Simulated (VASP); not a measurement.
Input of a VASP 6.6.1 run:

The input INCAR:

```
PREC = Accurate
ENCUT = 520
EDIFF = 1E-7
ISMEAR = -1
SIGMA = 0.1
LREAL = False
LASPH = True
NELM = 80
ALGO = Normal
ISIF = 2
LWAVE = False
LCHARG = False
NBANDS = 29
```

The input KPOINTS:

```
Automatic mesh
0
Gamma
  5 5 5
```

The input POSCAR:

```
Ca3Hg
1.0
    5.1001850000      0.0000000000      0.0000000000
    0.0000000000      5.1001850000      0.0000000000
    0.0000000000      0.0000000000      5.1001850000
Ca Hg
3 1
Direct
    0.5000000000      0.0000000000      0.0000000000
    0.0000000000      0.0000000000      0.5000000000
    0.0000000000      0.5000000000      0.0000000000
    0.5000000000      0.5000000000      0.5000000000
```

Potentials or basis: VASP PAW LDA potentials, release 64 (Ca_sv, Hg).

Command:

```sh
$ cat potpaw_LDA.64/Ca_sv/POTCAR potpaw_LDA.64/Hg/POTCAR > POTCAR
$ mpirun -np 1 vasp_std > vasp.out
```

(1) What does it give for the band gap on the k mesh?

(2) What does it give for the pressure?

Answers

(1) zero (band 21 reaches 2.95 eV, above the bottom of band 22 at 2.31 eV).

(2) -2.9 GPa.

Caveat: spin-orbit coupling is left out, which moves the levels of the heavy elements.
